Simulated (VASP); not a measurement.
# Hf2AlN3 (P-3m1) in VASP: further runs, part 2 of 2

VASP 6.6.1.

### Step 3. Single point, PBE

This run uses another cell than the first one, of 10.80 Å³/atom.

File INCAR:

```
ALGO     = Normal         # electronic algorithm
EDIFF    = 1E-6           # SCF threshold, eV
ENCUT    = 600            # plane-wave cutoff, eV
GGA      = PE             # functional
GGA_COMPAT= F            
ISIF     = 2              # what is computed and relaxed
ISMEAR   = 0              # smearing method
LASPH    = T              # aspherical terms in the spheres
LCHARG   = F              # write CHGCAR
LREAL    = F              # projectors in reciprocal space
LWAVE    = F              # write WAVECAR
NBANDS   = 28             # bands
NELM     = 120            # most SCF steps
PREC     = Accurate       # precision mode
SIGMA    = 0.1            # smearing width, eV
```

File KPOINTS:

```
k-points
0
Gamma
  12 12 6
```

File POSCAR:

```
Hf2AlN3
1.0
    3.1090610573      0.0000000000      0.0000000000
   -1.5545305287      2.6925258576      0.0000000000
    0.0000000000      0.0000000000      7.7407508459
Hf Al N
2 1 3
Direct
    0.3333333333      0.6666666667      0.6668134713
    0.6666666667      0.3333333333      0.3331865287
    0.0000000000      0.0000000000      0.0000000000
    0.6666666667      0.3333333333      0.8549775922
    0.0000000000      0.0000000000      0.5000000000
    0.3333333333      0.6666666667      0.1450224078
```

Potentials or basis: VASP PAW PBE potentials, release 64 (Hf_pv, Al, N).

Launch:

```bash
$ cat potpaw_PBE.64/Hf_pv/POTCAR potpaw_PBE.64/Al/POTCAR potpaw_PBE.64/N/POTCAR > POTCAR
$ mpirun -np 1 vasp_std > vasp.out
```

OUTCAR:

```text
EDIFF = 1E-6
   ENCUT = 600
   GGA = PE
   ISIF = 2
   ISMEAR = 0
   LASPH = T
   LREAL = F
   NELM = 120
   PREC = Accurate

 ion  position               nearest neighbor table
   1  0.333  0.667  0.667-   5 2.21   5 2.21   5 2.21   4 2.31   4 2.31   4 2.31   3 3.14   3 3.14
                             3 3.14   2 3.15   2 3.15   2 3.15
   2  0.667  0.333  0.333-   5 2.21   5 2.21   5 2.21   6 2.31   6 2.31   6 2.31   3 3.14   3 3.14
                             3 3.14   1 3.15   1 3.15   1 3.15
   3  0.000  0.000  0.000-   4 2.12   6 2.12   4 2.12   6 2.12   4 2.12   6 2.12   1 3.14   2 3.14
                             1 3.14   2 3.14   2 3.14   1 3.14
   4  0.667  0.333  0.855-   3 2.12   3 2.12   3 2.12   1 2.31   1 2.31   1 2.31
   5  0.000  0.000  0.500-   1 2.21   2 2.21   2 2.21   1 2.21   2 2.21   1 2.21
   6  0.333  0.667  0.145-   3 2.12   3 2.12   3 2.12   2 2.31   2 2.31   2 2.31

  LATTYP: Found a hexagonal cell.
 ALAT       =     3.1090610573
 C/A-ratio  =     2.4897390895

  Lattice vectors:

 A1 = (   3.1090610573,   0.0000000000,   0.0000000000)
 A2 = (  -1.5545305287,   2.6925258576,   0.0000000000)
 A3 = (   0.0000000000,   0.0000000000,   7.7407508459)

Analysis of symmetry for initial positions (statically):
=====================================================================
 Subroutine PRICEL returns:
 Original cell was already a primitive cell.

 Routine SETGRP: Setting up the symmetry group for a
 hexagonal supercell.

 Subroutine GETGRP returns: Found 12 space group operations
 (whereof 12 operations were pure point group operations)
 out of a pool of 24 trial point group operations.

The static configuration has the point symmetry D_3d.

Analysis of symmetry for dynamics (positions and initial velocities):
=====================================================================
 Subroutine PRICEL returns:
 Original cell was already a primitive cell.

 Routine SETGRP: Setting up the symmetry group for a
 hexagonal supercell.
[... 136 lines left out ...]
  Thomas-Fermi vector in A             =   2.496088
   LORBIT       =      0    0 simple, 1 ext, 2 COOP (PROOUT), +10 PAW based schemes
   GGA     = PE    functional components
   LHFCALC =     F    Hartree Fock is set to
   AEXX    =    0.0000 exact exchange contribution
   IVDW    =     0    specifies the selected vdW correction
   LEPSILON=     F    determine dielectric tensor
   LRPA    =     F    only Hartree local field effects (RPA)
 non-spin polarized calculation
 Gauss-broadening in eV      SIGMA  =   0.10
  energy-cutoff  :      600.00
  volume of cell :       64.80
 maximum number of plane-waves:      2179
 NGX is ok and might be reduce to    28
   NGX = 13   NGY = 13   NGZ = 31

 number of electron      37.9999999 magnetization

 Free energy of the ion-electron system (eV)
  ---------------------------------------------------
  ext. energy  EPLUGINS =         0.00000000
  ---------------------------------------------------
  free energy    TOTEN  =       -57.31392363 eV

  energy without entropy =      -57.30868888  energy(sigma->0) =      -57.31130626

 E-fermi :   8.9633     XC(G=0): -12.4368

 val. band max:        8.9551918854   @ k =   0.0000   0.0000   0.3333
 cond. band min:       8.9740775023   @ k =   0.0833   0.0833   0.3333
 fundamental gap:      0.0188856170
 Fermi energy:         8.9633310860

 k-point     1 :       0.0000    0.0000    0.0000
  band No.  band energies     occupation
      1     -22.9423      2.00000
      2     -22.3483      2.00000
      3     -22.1333      2.00000
      4     -22.1333      2.00000
      5     -22.0866      2.00000
      6     -22.0866      2.00000
[... 733 lines left out ...]
     27      13.0351      0.00000
     28      13.5913      0.00000

 [... further k-points ...]

------------------------ aborting loop because EDIFF is reached ----------------------------------------

  FORCE on cell =-STRESS in cart. coord.  units (eV):
  Direction    XX          YY          ZZ          XY          YZ          ZX
  --------------------------------------------------------------------------------------
  -------------------------------------------------------------------------------------
  Total       -0.7391235     -0.7391235     -0.8421664      0.0000000      0.0000000     -0.0000000
  in kB      -18.2749157    -18.2749157    -20.8226619      0.0000000      0.0000000     -0.0000000
  external PRESSURE =     -19.1241644 kB  Pullay stress =       0.0000000 kB

 VOLUME and BASIS-vectors are now :
 -----------------------------------------------------------------------------
  energy-cutoff  :      600.00
  volume of cell :       64.80
      direct lattice vectors                 reciprocal lattice vectors
     3.109061057  0.000000000  0.000000000     0.321640515  0.185699238  0.000000000
    -1.554530529  2.692525858  0.000000000     0.000000000  0.371398476  0.000000000
     0.000000000  0.000000000  7.740750846     0.000000000  0.000000000  0.129186434

 POSITION                                       TOTAL-FORCE (eV/Angst)
 -----------------------------------------------------------------------------------
     -0.00000      1.79502      5.16164         0.000000      0.000000     -0.027312
      1.55453      0.89751      2.57911        -0.000000      0.000000      0.027312
      0.00000      0.00000      0.00000         0.000000      0.000000      0.000000
      1.55453      0.89751      6.61817         0.000000      0.000000     -0.098063
      0.00000      0.00000      3.87038         0.000000      0.000000      0.000000
     -0.00000      1.79502      1.12258         0.000000     -0.000000      0.098063
 -----------------------------------------------------------------------------------
    total drift:                               -0.000000      0.000000      0.000000

  FREE ENERGIE OF THE ION-ELECTRON SYSTEM (eV)
  ---------------------------------------------------
  free  energy   TOTEN  =       -57.3139236291 eV

  energy  without entropy=      -57.3086888819  energy(sigma->0) =      -57.31130626
```

OSZICAR:

```text
N       E                     dE             d eps       ncg     rms          rms(c)
DAV:   1     0.181058097072E+03    0.18106E+03   -0.22017E+04  5656   0.146E+03
DAV:   2    -0.529041800009E+02   -0.23396E+03   -0.22627E+03  6764   0.356E+02
DAV:   3    -0.648602338415E+02   -0.11956E+02   -0.11844E+02  7468   0.728E+01
DAV:   4    -0.649775398218E+02   -0.11731E+00   -0.11696E+00  7300   0.752E+00
DAV:   5    -0.649787580663E+02   -0.12182E-02   -0.12178E-02  7172   0.758E-01    0.708E+01
DAV:   6    -0.574199604685E+02    0.75588E+01   -0.34166E+01  7128   0.293E+01    0.565E+01
DAV:   7    -0.573451255066E+02    0.74835E-01   -0.23026E+00  6948   0.856E+00    0.249E+01
DAV:   8    -0.573235049882E+02    0.21621E-01   -0.12063E-01  7316   0.243E+00    0.433E+00
DAV:   9    -0.573150392956E+02    0.84657E-02   -0.52295E-02  7112   0.126E+00    0.310E+00
DAV:  10    -0.573139455840E+02    0.10937E-02   -0.53353E-03  7136   0.456E-01    0.223E-01
DAV:  11    -0.573139305966E+02    0.14987E-04   -0.43023E-04  7212   0.136E-01    0.359E-01
DAV:  12    -0.573139268586E+02    0.37380E-05   -0.94685E-05  7224   0.621E-02    0.706E-02
DAV:  13    -0.573139233197E+02    0.35389E-05   -0.14136E-05  6980   0.241E-02    0.140E-02
DAV:  14    -0.573139236291E+02   -0.30933E-06   -0.70821E-07  4044   0.631E-03
   1 F= -.57313924E+02 E0= -.57311306E+02  d E =-.523475E-02
```

stdout:

```text
POSCAR found type information on POSCAR HfAlN
 POSCAR found :  3 types and       6 ions
 scaLAPACK will be used
 LDA part: xc-table for (Slater+PW92), standard interpolation
 POSCAR, INCAR and KPOINTS ok, starting setup
 FFT: planning ... GRIDC
 FFT: planning ... GRID_SOFT
 FFT: planning ... GRID
 WAVECAR not read
 entering main loop
```

It took 5.7 min on 1 thread of Intel Xeon 8259CL, shared host; peak memory 0.36 GiB.

What came out:

```yaml
Free_energy: -57.3139 eV
Pressure: -1.9 GPa
Largest_force: 0.098 eV/Å
Band_gap_on_the_k_mesh: zero (bands 19 and 20 overlap by 1.61 eV)
```

Forces in eV/Å, atoms in the order of the input:
```
Hf   0.000  0.000 -0.027
Hf   0.000  0.000  0.027
Al   0.000  0.000  0.000
N    0.000  0.000 -0.098
N    0.000  0.000  0.000
N    0.000  0.000  0.098
```

Stress tensor (GPa, compression positive):
```
-1.83  0.00  0.00
 0.00 -1.83  0.00
 0.00  0.00 -2.08
```

Levels at points of the mesh, in eV from the Fermi level:
```
           k point  band 16  band 17  band 18  band 19  band 20  band 21  band 22  band 23
(0.00, 0.00, 0.00)    -2.63    -2.63    -2.50    -0.32     0.47     0.47     1.27     1.85
(0.50, 0.00, 0.00)    -4.14    -3.89    -3.75    -3.03     0.95     3.39     4.16     4.55
(0.00, 0.00, 0.50)    -3.38    -3.07    -3.07     0.03     0.61     0.61     1.83     2.48
(0.50, 0.00, 0.50)    -4.77    -3.84    -3.22    -2.16     0.27     3.56     3.99     4.58
```

Caveat: spin-orbit coupling is left out, which moves the levels of the heavy elements.

### Step 4. Relaxation of cell and atoms, PBE

This run uses another cell than the first one, of 10.79 Å³/atom.

File INCAR:

```
SYSTEM = Hf2AlN3
  PREC = Accurate
  ENCUT = 600
  EDIFF = 1E-7
  ISMEAR = 0
  SIGMA = 0.1
  LREAL = .FALSE.
  LASPH = .TRUE.
  NELM = 120
  ALGO = Normal
  ISIF = 3
  LWAVE = .FALSE.
  LCHARG = .FALSE.
  GGA = PE
  IBRION = 2
  NSW = 100
  EDIFFG = -0.01
  GGA_COMPAT = .FALSE.
  NELMIN = 4
```

File KPOINTS:

```
regular mesh
0
G
  12 12 6
  0 0 0
```

File POSCAR:

```
Hf2AlN3
1.0
    3.1115977906      0.0000000000      0.0000000000
   -1.5557988953      2.6947227330      0.0000000000
    0.0000000000      0.0000000000      7.7195726726
Hf Al N
2 1 3
Direct
    0.3333333333      0.6666666667      0.6666560795
    0.6666666667      0.3333333333      0.3333439205
    0.0000000000      0.0000000000      0.0000000000
    0.6666666667      0.3333333333      0.8546812405
    0.0000000000      0.0000000000      0.5000000000
    0.3333333333      0.6666666667      0.1453187595
```

Launch:

```bash
$ cat potpaw_PBE.64/Hf_pv/POTCAR potpaw_PBE.64/Al/POTCAR potpaw_PBE.64/N/POTCAR > POTCAR
$ mpirun -np 1 vasp_std > vasp.out
```

It took 19 min on 1 thread of Intel Xeon 8259CL, shared host; peak memory 0.35 GiB.

Results (log left out):

```yaml
Free_energy: -57.3171 eV
Relaxed_volume: 10.72 Å³/atom
Relaxed_cell: a = 3.102 Å, b = 3.102 Å, c = 7.717 Å, α = 90.00°, β = 90.00°, γ = 120.00°
Space_group_after_relaxing_to_0.1_Å: P-3m1 (No. 164)
Energy_gained_by_relaxing: 0.4 meV/atom
Ionic_steps: 7
Pressure_after_relaxing: 0.0 GPa
Largest_force_after_relaxing: 0.005 eV/Å
Band_gap_on_the_k_mesh: zero (bands 19 and 20 overlap by 1.63 eV)
```

Forces in eV/Å, atoms in the order of the input:
```
Hf   0.000  0.000  0.005
Hf   0.000  0.000 -0.005
Al   0.000  0.000  0.000
N    0.000  0.000 -0.002
N    0.000  0.000  0.000
N    0.000  0.000  0.002
```

Step by step:
```
step  energy change (eV)  largest force (eV/Å)  pressure (GPa)  volume (Å³)
   1              0.0000                0.0611           -1.58        64.73
   2              0.0024                0.0574            2.51        63.73
   3             -0.0023                0.0196            0.08        64.32
   4             -0.0023                0.0204            0.04        64.32
   5             -0.0024                0.0115           -0.03        64.34
   6             -0.0024                0.0107           -0.03        64.34
   7             -0.0024                0.0050            0.03        64.33
```

Final structure:
```cif
data_structure
_symmetry_space_group_name_H-M 'P 1'
_symmetry_Int_Tables_number 1
_cell_length_a 3.1024
_cell_length_b 3.1024
_cell_length_c 7.7172
_cell_angle_alpha 90.000
_cell_angle_beta 90.000
_cell_angle_gamma 120.000
_cell_volume 64.33
loop_
_atom_site_label
_atom_site_type_symbol
_atom_site_fract_x
_atom_site_fract_y
_atom_site_fract_z
_atom_site_occupancy
Hf1 Hf 0.33333 0.66667 0.66664 1
Hf2 Hf 0.66667 0.33333 0.33336 1
Al1 Al 0.00000 0.00000 0.00000 1
N1 N 0.66667 0.33333 0.85443 1
N2 N 0.00000 0.00000 0.50000 1
N3 N 0.33333 0.66667 0.14557 1
```

Levels at points of the mesh, in eV from the Fermi level:
```
           k point  band 15  band 16  band 17  band 18  band 19  band 20  band 21  band 22  band 23
(0.00, 0.00, 0.00)    -3.83    -2.65    -2.65    -2.52    -0.30     0.46     0.46     1.29     1.90
(0.50, 0.00, 0.00)    -4.22    -4.16    -3.91    -3.79    -3.05     0.97     3.43     4.18     4.59
(0.00, 0.00, 0.50)    -3.42    -3.42    -3.09    -3.09     0.04     0.61     0.61     1.85     2.50
(0.50, 0.00, 0.50)    -5.53    -4.81    -3.87    -3.25    -2.18     0.28     3.59     4.02     4.61
```

Caveat: spin-orbit coupling is left out, which moves the levels of the heavy elements.

### Step 5. Summary

```csv
task,cell,k mesh,gap on the mesh (eV),pressure (GPa),relaxed volume (Å³/atom),largest force (eV/Å)
relaxation of cell and atoms,"relaxed from a = 3.432, b = 3.432, c = 8.407 Å, angles 90.0, 90.0, 120.0°, 6 atoms, atomic positions A",6 × 6 × 2,none,0.1,10.71,0.01
single point,"a = 3.109, b = 3.109, c = 7.741 Å, angles 90.0, 90.0, 120.0°, 6 atoms, atomic positions B",12 × 12 × 6,none,-1.9,-,0.10
relaxation of cell and atoms,"relaxed from a = 3.112, b = 3.112, c = 7.720 Å, angles 90.0, 90.0, 120.0°, 6 atoms, atomic positions B",12 × 12 × 6,none,0.0,10.72,0.01
```

Alike in all rows: level PBE; potentials or basis VASP PAW PBE potentials, release 64 (Hf_pv, Al, N); no spin polarisation; cutoff (eV) 600; smearing gaussian 0.1 eV.

Caveats: some runs use coarse meshes; spin-orbit coupling is left out, which moves the levels of the heavy elements; the volume moved by over 15 % at a fixed basis, so the end points are rough (at least some runs).

Total energies depend on the potentials used, so only differences within one code and one set of settings carry meaning.
